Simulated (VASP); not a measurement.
# Be2Cd2O (I4/mmm) in VASP: a series of runs

Runs on Be2Cd2O. Level: PBE. Tasks: single point.

Program: VASP 6.6.1. These are calculated values, not measurements. Logs are shortened: lines on timing, memory, paths and dates and some standing lists are left out, and cuts for length are marked.

**1. The cell of the first run**

It takes space group I4/mmm (No. 139, tetragonal). Conventional cell: a = 3.899 Å, b = 3.899 Å, c = 9.534 Å, α = 90.00°, β = 90.00°, γ = 90.00°. Within 2.8 Å of Be (site symmetry 4mm) lie 1 Be at 2.15 Å and 4 Cd at 2.35 Å. Within 3.1 Å of Cd (site symmetry -4m2) lie 4 Be at 2.35 Å and 4 Cd at 2.76 Å and 4 O at 3.08 Å. O (site symmetry 4/mmm) has 10 Be at 2.96 to 3.69 Å and 8 Cd at 3.08 Å and 4 O at 3.90 Å within 3.9 Å.

The cell was generated, and may not be a known phase.

**2. Single point, PBE**

INCAR reads:

```
PREC = Accurate ; ENCUT = 520
EDIFF = 1E-6 ; ISMEAR = 0
SIGMA = 0.1 ; LREAL = False
LASPH = True ; NELM = 100
ALGO = Normal ; ISIF = 2
LWAVE = False ; LCHARG = False
GGA = PE ; NBANDS = 25
```

KPOINTS reads:

```
Automatic mesh
0
Gamma
  6 6 6
```

POSCAR reads:

```
Be2Cd2O
1.0
   -1.9493365300      1.9493365300      4.7670819100
    1.9493365300     -1.9493365300      4.7670819100
    1.9493365300      1.9493365300     -4.7670819100
Be Cd O
2 2 1
Direct
    0.3873400100      0.3873400100      0.0000000000
    0.6126599900      0.6126599900      0.0000000000
    0.7500000000      0.2500000000      0.5000000000
    0.2500000000      0.7500000000      0.5000000000
    0.0000000000      0.0000000000      0.0000000000
```

Potentials or basis: VASP PAW PBE potentials, release 64 (Be, Cd, O).

On the command line:

```console
cat potpaw_PBE.64/Be/POTCAR potpaw_PBE.64/Cd/POTCAR potpaw_PBE.64/O/POTCAR > POTCAR
mpirun -np 1 vasp_std > vasp.out
```

OUTCAR:

```text
PREC = Accurate
   ENCUT = 520
   EDIFF = 1E-6
   ISMEAR = 0
   LREAL = False
   LASPH = True
   NELM = 100
   ISIF = 2
   GGA = PE

 ion  position               nearest neighbor table
   1  0.387  0.387  0.000-   2 2.15   3 2.35   4 2.35   4 2.35   3 2.35
   2  0.613  0.613  0.000-   1 2.15   3 2.35   4 2.35   3 2.35   4 2.35
   3  0.750  0.250  0.500-   2 2.35   1 2.35   1 2.35   2 2.35   4 2.76   4 2.76   4 2.76   4 2.76

   4  0.250  0.750  0.500-   2 2.35   1 2.35   1 2.35   2 2.35   3 2.76   3 2.76   3 2.76   3 2.76

   5  0.000  0.000  0.000-

  LATTYP: Found a body centered tetragonal cell.
 ALAT       =     3.8986730600
 C/A-ratio  =     2.4454894456

  Lattice vectors:

 A1 = (  -1.9493365300,   1.9493365300,   4.7670819100)
 A2 = (   1.9493365300,  -1.9493365300,   4.7670819100)
 A3 = (   1.9493365300,   1.9493365300,  -4.7670819100)

Analysis of symmetry for initial positions (statically):
=====================================================================
 Subroutine PRICEL returns:
 Original cell was already a primitive cell.

 Routine SETGRP: Setting up the symmetry group for a
 body centered tetragonal supercell.

 Subroutine GETGRP returns: Found 16 space group operations
 (whereof 16 operations were pure point group operations)
 out of a pool of 16 trial point group operations.

The static configuration has the point symmetry D_4h.

Analysis of symmetry for dynamics (positions and initial velocities):
=====================================================================
 Subroutine PRICEL returns:
 Original cell was already a primitive cell.

 Routine SETGRP: Setting up the symmetry group for a
 body centered tetragonal supercell.

 Subroutine GETGRP returns: Found 16 space group operations
 (whereof 16 operations were pure point group operations)
 out of a pool of 16 trial point group operations.

The dynamic configuration has the point symmetry D_4h.

 Subroutine INISYM returns: Found 16 space group operations
 (whereof 16 operations are pure point group operations),
 and found     1 'primitive' translations

----------------------------------------------------------------------------------------

                                     Primitive cell

  volume of cell :      72.4580

  direct lattice vectors                    reciprocal lattice vectors
    -1.949336530  1.949336530  4.767081910     0.000000000  0.256497527  0.104885968
[... 86 lines left out ...]
   ISPIN  =      1    spin polarized calculation?
   LNONCOLLINEAR =      F non collinear calculations
   LSORBIT =      F    spin-orbit coupling
   LASPH  =      T    aspherical Exc in radial PAW
   ENCUT  =  520.0 eV  38.22 Ry    6.18 a.u.  10.24 10.24 10.24*2*pi/ulx,y,z
   NELM   =    100;   NELMIN=  2; NELMDL= -5     # of ELM steps
   EDIFF  = 0.1E-05   stopping-criterion for ELM
   LREAL  =      F    real-space projection
[... 7 lines left out ...]
   TEBEG  =    0.0;   TEEND  =   0.0 temperature during run
   PSTRESS=    0.0 pullay stress
   NELECT =      34.0000    total number of electrons
   NUPDOWN=      -1.0000    fix difference up-down
   EMIN   =  10.00;   EMAX   =-10.00  energy-range for DOS
   EFERMI =   0.00;   METHOD = LEGACY
   ISMEAR =     0;   SIGMA  =   0.10  broadening in eV -4-tet -1-fermi 0-gaus
   EFERMI_NEDOS =   21; number of points for ismear=-14 and -15
   IALGO  =     38    algorithm
   IMIX   =      4    mixing-type and parameters
     AMIX     =   0.40;   BMIX     =  1.00
     AMIX_MAG =   1.60;   BMIX_MAG =  1.00
  volume/ion in A,a.u.               =      14.49        97.79
  Fermi-wavevector in a.u.,A,eV,Ry     =   1.272152  2.404019 22.019275  1.618371
  Thomas-Fermi vector in A             =   2.405046
   LORBIT       =      0    0 simple, 1 ext, 2 COOP (PROOUT), +10 PAW based schemes
   GGA     = PE    functional components
   LHFCALC =     F    Hartree Fock is set to
   AEXX    =    0.0000 exact exchange contribution
   IVDW    =     0    specifies the selected vdW correction
   LEPSILON=     F    determine dielectric tensor
   LRPA    =     F    only Hartree local field effects (RPA)
 non-spin polarized calculation
 Gauss-broadening in eV      SIGMA  =   0.10
  energy-cutoff  :      520.00
  volume of cell :       72.46
 maximum number of plane-waves:      1970
 NGX is ok and might be reduce to    42
   NGX = 21   NGY = 21   NGZ = 21

 number of electron      33.9999992 magnetization

 Free energy of the ion-electron system (eV)
  ---------------------------------------------------
  ext. energy  EPLUGINS =         0.00000000
  ---------------------------------------------------
  free energy    TOTEN  =        -8.96918813 eV

  energy without entropy =       -8.94591261  energy(sigma->0) =       -8.95755037

 E-fermi :   2.7179     XC(G=0): -10.5600

 val. band max:        2.6867750664   @ k =  -0.3333   0.5000   0.3333
 cond. band min:       2.7222291185   @ k =  -0.3333   0.1667  -0.0000
 fundamental gap:      0.0354540521
 Fermi energy:         2.7179322862

 k-point     1 :       0.0000    0.0000    0.0000
  band No.  band energies     occupation
      1     -13.3839      2.00000
      2      -7.9611      2.00000
      3      -7.8353      2.00000
      4      -7.6554      2.00000
      5      -7.0215      2.00000
      6      -7.0215      2.00000
[... 661 lines left out ...]
     24      11.0744      0.00000
     25      12.4789      0.00000

 [... further k-points ...]

------------------------ aborting loop because EDIFF is reached ----------------------------------------

  FORCE on cell =-STRESS in cart. coord.  units (eV):
  Direction    XX          YY          ZZ          XY          YZ          ZX
  --------------------------------------------------------------------------------------
  -------------------------------------------------------------------------------------
  Total        7.5004886      7.5004886      2.9442677      0.0000000      0.0000000      0.0000000
  in kB      165.8493937    165.8493937     65.1030947      0.0000000      0.0000000      0.0000000
  external PRESSURE =     132.2672940 kB  Pullay stress =       0.0000000 kB

 VOLUME and BASIS-vectors are now :
 -----------------------------------------------------------------------------
  energy-cutoff  :      520.00
  volume of cell :       72.46
      direct lattice vectors                 reciprocal lattice vectors
    -1.949336530  1.949336530  4.767081910     0.000000000  0.256497527  0.104885968
     1.949336530 -1.949336530  4.767081910     0.256497527  0.000000000  0.104885968
     1.949336530  1.949336530 -4.767081910     0.256497527  0.256497527  0.000000000

 POSITION                                       TOTAL-FORCE (eV/Angst)
 -----------------------------------------------------------------------------------
      0.00000      0.00000      3.69296        -0.000000     -0.000000      1.921335
      0.00000      0.00000      5.84120         0.000000      0.000000     -1.921335
      0.00000      1.94934      2.38354         0.000000      0.000000      0.000000
      1.94934      0.00000      2.38354         0.000000      0.000000      0.000000
      0.00000      0.00000      0.00000         0.000000      0.000000      0.000000
 -----------------------------------------------------------------------------------
    total drift:                               -0.000000     -0.000000     -0.000000

  FREE ENERGIE OF THE ION-ELECTRON SYSTEM (eV)
  ---------------------------------------------------
  free  energy   TOTEN  =        -8.9691881258 eV

  energy  without entropy=       -8.9459126084  energy(sigma->0) =       -8.95755037
```

Run time: 53 s. Hardware: 1 thread of AMD EPYC 9R45 (Zen 5), shared host; peak memory 0.24 GiB.

What came out:

| Quantity | Value |
| --- | --- |
| Free energy | -8.9692 eV |
| Pressure | 13.2 GPa |
| Largest force | 1.921 eV/Å |
| Band gap on the k mesh | zero (bands 17 and 18 overlap by 1.66 eV) |

Forces in eV/Å, atoms in the order of the input:
```
Be   0.000  0.000  1.921
Be   0.000  0.000 -1.921
Cd   0.000  0.000  0.000
Cd   0.000  0.000  0.000
O    0.000  0.000  0.000
```

Caveat: the stress differs along the axes, from 7 to 17 GPa; forces of over 1 eV/Å act on the atoms, so gaps and moduli don't describe the material at rest.

**3. Single point, PBE, collinear spin, ferromagnetic start**

INCAR reads:

```
SYSTEM = Be2Cd2O
PREC = Accurate ; ENCUT = 520
EDIFF = 1E-7 ; ISMEAR = 0
SIGMA = 0.1 ; LREAL = .False.
LASPH = .True. ; NELM = 150
ALGO = Normal ; ISIF = 2
LWAVE = .False. ; LCHARG = .True.
ISPIN = 2 ; MAGMOM = 0 0 0 0 1
LORBIT = 11 ; GGA = PE
LELF = .True. ; LVHAR = .True.
NBANDS = 29
```

KPOINTS reads:

```
Automatic mesh
0
Gamma
  6 6 6
  0 0 0
```

POSCAR is that of step 2.

Potentials or basis: VASP PAW PBE potentials, release 64 (Be, Cd, O).

On the command line:

```console
cat potpaw_PBE.64/Be/POTCAR potpaw_PBE.64/Cd/POTCAR potpaw_PBE.64/O/POTCAR > POTCAR
mpirun -np 1 vasp_std > vasp.out
```

Run time: 2.8 min. Hardware: 1 thread of AMD EPYC 9R45 (Zen 5), shared host; peak memory 0.32 GiB.

It converged, with:

- Free energy: -8.9692 eV
- Pressure: 13.2 GPa
- Largest force: 1.921 eV/Å
- Band gap on the k mesh: zero (filled and empty bands overlap)
- Net moment: 0.00 μB per cell
- Valence electrons inside the program's atomic spheres: Be 0.97; Cd 10.53; O 4.72

Forces on the atoms (eV/Å):
```
Be   0.000  0.000  1.921
Be   0.000  0.000 -1.921
Cd   0.000  0.000  0.000
Cd   0.000  0.000  0.000
O    0.000  0.000  0.000
```

Stress tensor (GPa, compression positive):
```
16.57  0.00  0.00
 0.00 16.57  0.00
 0.00  0.00  6.51
```

Levels at points of the mesh, in eV from the Fermi level:
Spin up:
```tsv
k point	band 15	band 16	band 17	band 18	band 19	band 20
(0.00, 0.00, 0.00)	-1.44	-0.84	0.46	0.46	0.84	4.16
(0.50, 0.00, 0.00)	-1.31	-0.82	0.23	0.67	2.38	2.92
(0.50, 0.50, 0.00)	-3.03	-2.14	-0.69	-0.60	-0.06	1.70
(0.50, 0.50, 0.50)	-2.10	-0.78	1.02	1.02	2.55	4.07
```
Spin down:
```tsv
k point	band 13	band 14	band 15	band 16	band 17	band 18	band 19	band 20	band 21	band 22
(0.00, 0.00, 0.00)	-3.12	-1.44	-1.44	-0.84	0.46	0.46	0.84	4.16	4.16	5.09
(0.50, 0.00, 0.00)	-5.56	-3.20	-1.31	-0.82	0.23	0.67	2.38	2.92	3.77	6.20
(0.50, 0.50, 0.00)	-3.77	-3.64	-3.03	-2.14	-0.69	-0.60	-0.06	1.70	2.18	7.74
(0.50, 0.50, 0.50)	-3.67	-2.10	-2.10	-0.78	1.02	1.02	2.55	4.07	5.85	5.85
```

Caveat: the stress differs along the axes, from 7 to 17 GPa; forces of over 1 eV/Å act on the atoms, so gaps and moduli don't describe the material at rest.

**4. Single point, PBE**

This run uses another cell than the first one, of 21.73 Å³/atom.

INCAR reads:

```
PREC     = Accurate       # precision mode
ENCUT    = 520            # plane-wave cutoff, eV
EDIFF    = 1E-6           # SCF threshold, eV
ISMEAR   = 0              # smearing method
SIGMA    = 0.1            # smearing width, eV
LREAL    = F              # projectors in reciprocal space
LASPH    = T              # aspherical terms in the spheres
NELM     = 80             # most SCF steps
ALGO     = Normal         # electronic algorithm
ISIF     = 2              # what is computed and relaxed
LWAVE    = F              # write WAVECAR
LCHARG   = T              # write CHGCAR
GGA      = PE             # functional
LELF     = T              # ELF
LVHAR    = T            
NBANDS   = 25             # bands
```

KPOINTS reads:

```
regular mesh
0
Gamma
  12 12 12
```

POSCAR reads:

```
Be2Cd2O
1.0
   -2.3754298050      2.3754298050      4.8130270697
    2.3754298050     -2.3754298050      4.8130270697
    2.3754298050      2.3754298050     -4.8130270697
Be Cd O
2 2 1
Direct
    0.1502891351      0.1502891351      0.0000000000
    0.8497108649      0.8497108649      0.0000000000
    0.7500000000      0.2500000000      0.5000000000
    0.2500000000      0.7500000000      0.5000000000
    0.0000000000      0.0000000000      0.0000000000
```

On the command line:

```console
cat potpaw_PBE.64/Be/POTCAR potpaw_PBE.64/Cd/POTCAR potpaw_PBE.64/O/POTCAR > POTCAR
mpirun -np 1 vasp_std > vasp.out
```

It took 7.1 min on 1 thread of AMD EPYC 9R45 (Zen 5), shared host; peak memory 0.57 GiB.

The run converged. Its results:

```
Free energy            : -15.9134 eV
Pressure               : 0.0 GPa
Largest force          : 0.027 eV/Å
Band gap on the k mesh : zero (bands 17 and 18 overlap by 3.75 eV)
```

Forces on the atoms (eV/Å):
```
Be   0.000  0.000 -0.027
Be   0.000  0.000  0.027
Cd   0.000  0.000  0.000
Cd   0.000  0.000  0.000
O    0.000  0.000  0.000
```

Stress tensor (GPa, compression positive):
```
 0.08  0.00  0.00
 0.00  0.08  0.00
 0.00  0.00 -0.10
```

Levels at points of the mesh, in eV from the Fermi level:
| k point | band 13 | band 14 | band 15 | band 16 | band 17 | band 18 | band 19 | band 20 | band 21 | band 22 |
| --- | --- | --- | --- | --- | --- | --- | --- | --- | --- | --- |
| (0.00, 0.00, 0.00) | -6.33 | -4.04 | -4.04 | -0.58 | -0.58 | 0.90 | 1.31 | 2.90 | 4.13 | 4.59 |
| (0.50, 0.00, 0.00) | -5.28 | -4.77 | -4.12 | -3.27 | 1.25 | 1.30 | 2.09 | 2.21 | 2.60 | 3.11 |
| (0.50, 0.50, 0.00) | -5.07 | -4.38 | -3.20 | -2.88 | -2.53 | -1.82 | 2.11 | 2.60 | 4.54 | 7.36 |
| (0.50, 0.50, 0.50) | -5.24 | -4.34 | -4.34 | -0.62 | 0.37 | 0.38 | 0.38 | 2.20 | 3.46 | 3.46 |

(Continued in part 2 of 2.)

The gap in the log of VASP goes by the Fermi energy; the results here count the filled bands.